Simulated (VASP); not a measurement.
# Mo (P6/mmm) in VASP: further runs

The runs below take Mo through relaxation of cell and atoms, with LDA.

Everything below comes from runs of VASP 6.6.1. Logs are shortened: lines on timing, memory, paths and dates and some standing lists are left out, and cuts for length are marked.

## Step 1: The cell of the first run

It takes space group P6/mmm (No. 191, hexagonal). The conventional cell has a = 2.475 Å, b = 2.475 Å, c = 2.258 Å, α = 90.00°, β = 90.00°, γ = 120.00°. Within 3.0 Å of Mo (site symmetry 6/mmm) lie 8 Mo at 2.26 to 2.47 Å.

This isn't the form of Mo at room conditions, which is bcc.

## Step 2: Relaxation of cell and atoms, LDA, target pressure 120 GPa, at which the enthalpy is minimised

INCAR

```
SYSTEM = Mo
ALGO = Normal ; EDIFF = 1E-7
EDIFFG = -0.005 ; ENCUT = 600
IBRION = 2 ; ISIF = 3
ISMEAR = -1 ; LASPH = .True.
LCHARG = .False. ; LREAL = .False.
LWAVE = .False. ; NELM = 80
NSW = 32 ; PREC = Accurate
PSTRESS = 1200.0 ; SIGMA = 0.05
```

KPOINTS

```
k-points
0
Gamma
  18 18 16
  0 0 0
```

POSCAR

```
Mo
1.0
    2.4746729893      0.0000000000      0.0000000000
   -1.2373364946      2.1431296748      0.0000000000
    0.0000000000      0.0000000000      2.2582205647
Mo
1
Direct
    0.0000000000      0.0000000000      0.0000000000
```

Potentials or basis: VASP PAW LDA potentials, release 64 (Mo_sv).

Started as:

```
> cat potpaw_LDA.64/Mo_sv/POTCAR > POTCAR
> mpirun -np 1 vasp_std > vasp.out
```

OUTCAR:

```text
SYSTEM = Mo
   EDIFF = 1E-7
   EDIFFG = -0.005
   ENCUT = 600
   IBRION = 2
   ISIF = 3
   ISMEAR = -1
   LASPH = .True.
   LREAL = .False.
   NELM = 80
   NSW = 32
   PREC = Accurate
   PSTRESS = 1200.0

 ion  position               nearest neighbor table
   1  0.000  0.000  0.000-

  LATTYP: Found a hexagonal cell.
 ALAT       =     2.4746729893
 C/A-ratio  =     0.9125329183

  Lattice vectors:

 A1 = (   2.4746729893,   0.0000000000,   0.0000000000)
 A2 = (  -1.2373364946,   2.1431296748,   0.0000000000)
 A3 = (   0.0000000000,   0.0000000000,   2.2582205647)

Analysis of symmetry for initial positions (statically):
=====================================================================
 Subroutine PRICEL returns:
 Original cell was already a primitive cell.

 Routine SETGRP: Setting up the symmetry group for a
 hexagonal supercell.

 Subroutine GETGRP returns: Found 24 space group operations
 (whereof 24 operations were pure point group operations)
 out of a pool of 24 trial point group operations.

The static configuration has the point symmetry D_6h.

Analysis of symmetry for dynamics (positions and initial velocities):
=====================================================================
 Subroutine PRICEL returns:
 Original cell was already a primitive cell.

 Routine SETGRP: Setting up the symmetry group for a
 hexagonal supercell.

 Subroutine GETGRP returns: Found 24 space group operations
 (whereof 24 operations were pure point group operations)
 out of a pool of 24 trial point group operations.

The dynamic configuration has the point symmetry D_6h.

 Subroutine INISYM returns: Found 24 space group operations
 (whereof 24 operations are pure point group operations),
 and found     1 'primitive' translations

----------------------------------------------------------------------------------------

                                     Primitive cell

  volume of cell :      11.9766

  direct lattice vectors                    reciprocal lattice vectors
     2.474672989  0.000000000  0.000000000     0.404093795  0.233303661  0.000000000
    -1.237336495  2.143129675  0.000000000     0.000000000  0.466607323  0.000000000
     0.000000000  0.000000000  2.258220565     0.000000000  0.000000000  0.442826540

  length of vectors
     2.474672989  2.474672989  2.258220565     0.466607323  0.466607323  0.442826540

  position of ions in fractional coordinates (direct lattice)
     0.000000000  0.000000000  0.000000000

  ion indices of the primitive-cell ions
   primitive index   ion index
                 1           1

----------------------------------------------------------------------------------------

 KPOINTS: k-points

Automatic generation of k-mesh.
 Grid dimensions read from file:
 generate k-points for:   18   18   16

 Generating k-lattice:

  Cartesian coordinates                     Fractional coordinates (reciprocal lattice)
     0.022449655  0.012961315  0.000000000     0.055555556  0.000000000  0.000000000
     0.000000000  0.025922629  0.000000000     0.000000000  0.055555556  0.000000000
     0.000000000  0.000000000  0.027676659     0.000000000  0.000000000  0.062500000

  Length of vectors
     0.025922629  0.025922629  0.027676659

  Shift w.r.t. Gamma in fractional coordinates (k-lattice)
     0.000000000  0.000000000  0.000000000

 Subroutine IBZKPT returns following result:
 ===========================================

 Found    333 irreducible k-points:

 Following reciprocal coordinates:
            Coordinates               Weight
  0.000000  0.000000  0.000000      1.000000
  0.055556  0.000000  0.000000      6.000000
  0.111111  0.000000  0.000000      6.000000
  0.166667  0.000000  0.000000      6.000000
  0.222222  0.000000  0.000000      6.000000
  0.277778 -0.000000  0.000000      6.000000
[... 16 lines left out ...]
  0.333333  0.111111  0.000000     12.000000
  0.388889  0.111111  0.000000     12.000000
 [... further k-points ...]
   k-points           NKPTS =    333   k-points in BZ     NKDIM =    333   number of bands    NBANDS=     11
   number of dos      NEDOS =    301   number of ions     NIONS =      1
   total plane-waves  NPLWV =   7200
   dimension x,y,z NGX =    20 NGY =   20 NGZ =   18
   dimension x,y,z NGXF=    40 NGYF=   40 NGZF=   36
   ions per type =               1
   NGX,Y,Z   is equivalent  to a cutoff of  13.44, 13.44, 13.25 a.u.
   NGXF,Y,Z  is equivalent  to a cutoff of  26.87, 26.87, 26.50 a.u.
 SYSTEM =  Mo
   PREC   = accura    normal or accurate (medium, high low for compatibility)
   ISTART =      0    job   : 0-new  1-cont  2-samecut
   ICHARG =      2    charge: 1-file 2-atom 10-const
   ISPIN  =      1    spin polarized calculation?
   LNONCOLLINEAR =      F non collinear calculations
   LSORBIT =      F    spin-orbit coupling
   LASPH  =      T    aspherical Exc in radial PAW
   ENCUT  =  600.0 eV  44.10 Ry    6.64 a.u.   4.94  4.94  4.51*2*pi/ulx,y,z
   NELM   =     80;   NELMIN=  2; NELMDL= -5     # of ELM steps
   EDIFF  = 0.1E-06   stopping-criterion for ELM
   LREAL  =      F    real-space projection
   EDIFFG = -.5E-02   stopping-criterion for IOM
   NSW    =     32    number of steps for IOM
   IBRION =      2    ionic relax: 0-MD 1-quasi-New 2-CG
   NFREE  =      1    steps in history (QN), initial steepest desc. (CG)
   ISIF   =      3    stress and relaxation
   ISYM   =      2    0-nonsym 1-usesym 2-fastsym
   POTIM  = 0.5000    time-step for ionic-motion
   TEBEG  =    0.0;   TEEND  =   0.0 temperature during run
   PSTRESS= 1200.0 pullay stress
   NELECT =      14.0000    total number of electrons
   NUPDOWN=      -1.0000    fix difference up-down
   EMIN   =  10.00;   EMAX   =-10.00  energy-range for DOS
   EFERMI =   0.00;   METHOD = LEGACY
   ISMEAR =    -1;   SIGMA  =   0.05  broadening in eV -4-tet -1-fermi 0-gaus
   EFERMI_NEDOS =   21; number of points for ismear=-14 and -15
   IALGO  =     38    algorithm
   IMIX   =      4    mixing-type and parameters
     AMIX     =   0.40;   BMIX     =  1.00
     AMIX_MAG =   1.60;   BMIX_MAG =  1.00
  volume/ion in A,a.u.               =      11.98        80.82
  Fermi-wavevector in a.u.,A,eV,Ry     =   1.724540  3.258908 40.464252  2.974039
  Thomas-Fermi vector in A             =   2.800210
   LORBIT       =      0    0 simple, 1 ext, 2 COOP (PROOUT), +10 PAW based schemes
   GGA     = CA    functional components
   LHFCALC =     F    Hartree Fock is set to
   AEXX    =    0.0000 exact exchange contribution
   IVDW    =     0    specifies the selected vdW correction
   LEPSILON=     F    determine dielectric tensor
   LRPA    =     F    only Hartree local field effects (RPA)
 conjugate gradient relaxation of ions
 non-spin polarized calculation
  energy-cutoff  :      600.00
  volume of cell :       11.98
 maximum number of plane-waves:       417
 NGX is ok and might be reduce to    20
   NGX =  9   NGY =  9   NGZ =  9

--------------------------------------- Ionic step        1  -------------------------------------------

 number of electron      14.0000004 magnetization

 Free energy of the ion-electron system (eV)
  ---------------------------------------------------
  ext. energy  EPLUGINS =         0.00000000
  ---------------------------------------------------
  free energy    TOTEN  =       -10.02772119 eV

  energy without entropy =      -10.02160227  energy(sigma->0) =      -10.02466173

------------------------ aborting loop because EDIFF is reached ----------------------------------------

  FORCE on cell =-STRESS in cart. coord.  units (eV):
  Direction    XX          YY          ZZ          XY          YZ          ZX
  --------------------------------------------------------------------------------------
  -------------------------------------------------------------------------------------
  Total        9.1747523      9.1747523      9.2973342      0.0000000     -0.0000000      0.0000000
  in kB     1227.3609647   1227.3609647   1243.7594624      0.0000000     -0.0000000      0.0000000
  external PRESSURE =      32.8271306 kB  Pullay stress =    1200.0000000 kB
[... 170 lines left out ...]
  enthalpy is  TOTEN    =        -1.0581582583 eV   P V=        9.0119184472

--------------------------------------- Ionic step        6  -------------------------------------------

 number of electron      14.0000004 magnetization

 Free energy of the ion-electron system (eV)
  ---------------------------------------------------
  ext. energy  EPLUGINS =         0.00000000
  ---------------------------------------------------
  free energy    TOTEN  =       -10.07194964 eV

  energy without entropy =      -10.06573681  energy(sigma->0) =      -10.06884323

 E-fermi :  16.9014     XC(G=0): -15.0270

 val. band max:       16.9008950575   @ k =   0.1667   0.0556   0.4375
 cond. band min:      16.9060421517   @ k =   0.5000   0.0000   0.0625
 fundamental gap:      0.0051470941
 Fermi energy:        16.9014433273

 k-point     1 :       0.0000    0.0000    0.0000
  band No.  band energies     occupation
      1     -44.2888      2.00000
      2     -16.5935      2.00000
      3     -16.5935      2.00000
      4     -16.1529      2.00000
      5       9.4429      2.00000
      6      10.5877      2.00000
      7      15.2306      2.00000
      8      15.2306      2.00000
      9      23.4256      0.00000
     10      23.4256      0.00000
     11      29.7005      0.00000
[... 309 lines left out ...]
 k-point    24 :       0.3889    0.1111    0.0000
  band No.  band energies     occupation
      1     -43.5890      2.00000
      2     -19.7232      2.00000
      3     -17.6097      2.00000
      4     -15.7569      2.00000
      5      10.6159      2.00000
      6      12.7981      2.00000
      7      17.8761      0.00000
      8      18.7572      0.00000
      9      21.9159      0.00000
     10      23.9297      0.00000
     11      31.0333      0.00000

 [... further k-points ...]
[... 5 lines left out ...]
  --------------------------------------------------------------------------------------
  -------------------------------------------------------------------------------------
  Total        9.0157714      9.0157714      9.0162142      0.0000000      0.0000000      0.0000000
  in kB     1200.2677568   1200.2677568   1200.3267071      0.0000000      0.0000000      0.0000000
  external PRESSURE =       0.2874069 kB  Pullay stress =    1200.0000000 kB
[... 16 lines left out ...]
  FREE ENERGIE OF THE ION-ELECTRON SYSTEM (eV)
  ---------------------------------------------------
  free  energy   TOTEN  =       -10.0719496413 eV

  energy  without entropy=      -10.0657368092  energy(sigma->0) =      -10.06884323

  enthalpy is  TOTEN    =        -1.0581895361 eV   P V=        9.0137601052

 reached required accuracy - stopping structural energy minimisation
```

It took 1.8 min on 1 thread of Intel Xeon 8259CL, shared host; peak memory 0.17 GiB.

What came out:

- Free energy: -10.0719 eV
- Relaxed volume: 12.03 Å³/atom
- Relaxed cell: a = 2.477 Å, b = 2.477 Å, c = 2.265 Å, α = 90.00°, β = 90.00°, γ = 120.00°
- Space group after relaxing (to 0.1 Å): P6/mmm (No. 191)
- Energy change on relaxing (the run minimises the enthalpy): -44.2 meV/atom
- Ionic steps: 6
- Pressure after relaxing: 120.0 GPa
- Band gap on the k mesh: zero (bands 7 and 8 overlap by 3.38 eV)

Step by step:
| step | energy change (eV) | largest force (eV/Å) | pressure (GPa) | volume (Å³) |
| --- | --- | --- | --- | --- |
| 1 | 0.0000 | 0.0000 | 123.28 | 11.98 |
| 2 | -0.2998 | 0.0000 | 100.76 | 12.41 |
| 3 | -0.0469 | 0.0000 | 119.88 | 12.04 |
| 4 | -0.0460 | 0.0000 | 119.92 | 12.04 |
| 5 | -0.0424 | 0.0000 | 120.14 | 12.03 |
| 6 | -0.0442 | 0.0000 | 120.03 | 12.03 |

Final structure:
```
Mo
1.0
     2.47684    0.00000    0.00000
    -1.23842    2.14501    0.00000
     0.00000    0.00000    2.26520
Mo
1
Direct
  0.00000 0.00000 0.00000
```

Levels at points of the mesh, in eV from the Fermi level:
```
           k point  band 4  band 5  band 6  band 7  band 8  band 9  band 10  band 11
(0.00, 0.00, 0.00)  -33.05   -7.46   -6.31   -1.67   -1.67    6.52     6.52    12.80
(0.50, 0.00, 0.00)  -32.66   -7.13   -4.08    1.60    2.42    5.45     6.54    14.74
(0.00, 0.00, 0.50)  -33.03   -3.94   -0.22   -0.22    0.70    0.70     0.92    16.10
(0.50, 0.00, 0.50)  -33.73   -8.29   -4.80   -1.27    7.23    7.44     9.64    10.91
```

Caveat: the cell is relaxed towards a set pressure, so the run minimises the enthalpy, not the energy.

## Step 3: Relaxation of cell and atoms, LDA, target pressure 120 GPa, at which the enthalpy is minimised

This run uses another cell than the first one, of 12.04 Å³/atom.

INCAR

```
SYSTEM = Mo
PREC     = Accurate       ! precision mode
ENCUT    = 600            ! plane-wave cutoff, eV
EDIFF    = 1E-6           ! SCF threshold, eV
ISMEAR   = -1             ! smearing method
SIGMA    = 0.05           ! smearing width, eV
LREAL    = .False.        ! projectors in reciprocal space
LASPH    = .True.         ! aspherical terms in the spheres
NELM     = 60             ! most SCF steps
ALGO     = Normal         ! electronic algorithm
ISIF     = 3              ! what is computed and relaxed
LWAVE    = .False.        ! write WAVECAR
LCHARG   = .False.        ! write CHGCAR
GGA      = CA             ! functional
IBRION   = 2              ! ionic algorithm
NSW      = 60             ! ionic steps
EDIFFG   = -0.005         ! ionic threshold
PSTRESS  = 1200.0
```

KPOINTS

```
regular mesh
0
Gamma
  18 18 16
  0 0 0
```

POSCAR

```
Mo
1.0
    2.4548495050      0.0000000000      0.0000000000
   -1.2274247525      2.1259620338      0.0000000000
    0.0000000000      0.0000000000      2.3075585347
Mo
1
Direct
    0.0000000000      0.0000000000      0.0000000000
```

Potentials or basis: VASP PAW LDA potentials, release 64 (Mo_sv).

Started as:

```
> cat potpaw_LDA.64/Mo_sv/POTCAR > POTCAR
> mpirun -np 1 vasp_std > vasp.out
```

Wall time 3.5 min (1 thread of Intel Xeon 8259CL, shared host); peak memory 0.18 GiB.

The run converged. Its results:

```
Free energy                                                : -10.0726 eV
Relaxed volume                                             : 12.04 Å³/atom
Relaxed cell                                               : a = 2.477 Å, b = 2.477 Å, c = 2.265 Å, α = 90.00°, β = 90.00°, γ = 120.00°
Space group after relaxing (to 0.1 Å)                      : P6/mmm (No. 191)
Energy change on relaxing (the run minimises the enthalpy) : -9.4 meV/atom
Ionic steps                                                : 19
Pressure after relaxing                                    : 120.0 GPa
Band gap on the k mesh                                     : zero (bands 7 and 8 overlap by 3.38 eV)
```

The path:
| step | energy change (eV) | largest force (eV/Å) | pressure (GPa) | volume (Å³) |
| --- | --- | --- | --- | --- |
| 1 | 0.0000 | 0.0000 | 119.01 | 12.04 |
| 2 | 0.2047 | 0.0000 | 134.52 | 11.88 |
| 3 | 0.0168 | 0.0000 | 121.92 | 12.00 |
| 4 | 0.0175 | 0.0000 | 121.95 | 12.00 |
| 5 | -0.1390 | 0.0000 | 110.45 | 12.22 |
| 6 | -0.0092 | 0.0000 | 119.96 | 12.04 |
| 7 | -0.0086 | 0.0000 | 119.96 | 12.03 |
| 8 | 0.0044 | 0.0000 | 121.00 | 12.02 |
| 9 | -0.0078 | 0.0000 | 120.12 | 12.03 |
| 10 | -0.0087 | 0.0000 | 120.05 | 12.03 |
| 11 | -0.0083 | 0.0000 | 120.07 | 12.03 |
| 12 | -0.0082 | 0.0000 | 120.07 | 12.03 |
| 13 | -0.0079 | 0.0000 | 120.11 | 12.03 |
| 14 | -0.0081 | 0.0000 | 120.10 | 12.03 |
| 15 | -0.0081 | 0.0000 | 120.09 | 12.03 |
| 16 | -0.0081 | 0.0000 | 120.09 | 12.03 |
| 17 | -0.0081 | 0.0000 | 120.09 | 12.03 |
| 18 | -0.0131 | 0.0000 | 119.75 | 12.04 |
| 19 | -0.0094 | 0.0000 | 119.97 | 12.04 |

Final structure:
```
CELL_PARAMETERS angstrom
2.47687 0.00000 0.00000
-1.23843 2.14503 0.00000
0.00000 0.00000 2.26530
ATOMIC_POSITIONS crystal
Mo 0.00000 0.00000 0.00000
```

Levels at points of the mesh, in eV from the Fermi level:
| k point | band 4 | band 5 | band 6 | band 7 | band 8 | band 9 | band 10 | band 11 |
| --- | --- | --- | --- | --- | --- | --- | --- | --- |
| (0.00, 0.00, 0.00) | -33.06 | -7.46 | -6.31 | -1.67 | -1.67 | 6.52 | 6.52 | 12.80 |
| (0.50, 0.00, 0.00) | -32.66 | -7.13 | -4.08 | 1.60 | 2.42 | 5.45 | 6.54 | 14.74 |
| (0.00, 0.00, 0.50) | -33.03 | -3.94 | -0.22 | -0.22 | 0.70 | 0.70 | 0.92 | 16.09 |
| (0.50, 0.00, 0.50) | -33.73 | -8.29 | -4.80 | -1.27 | 7.23 | 7.44 | 9.63 | 10.91 |

Caveat: the cell is relaxed towards a set pressure, so the run minimises the enthalpy, not the energy.
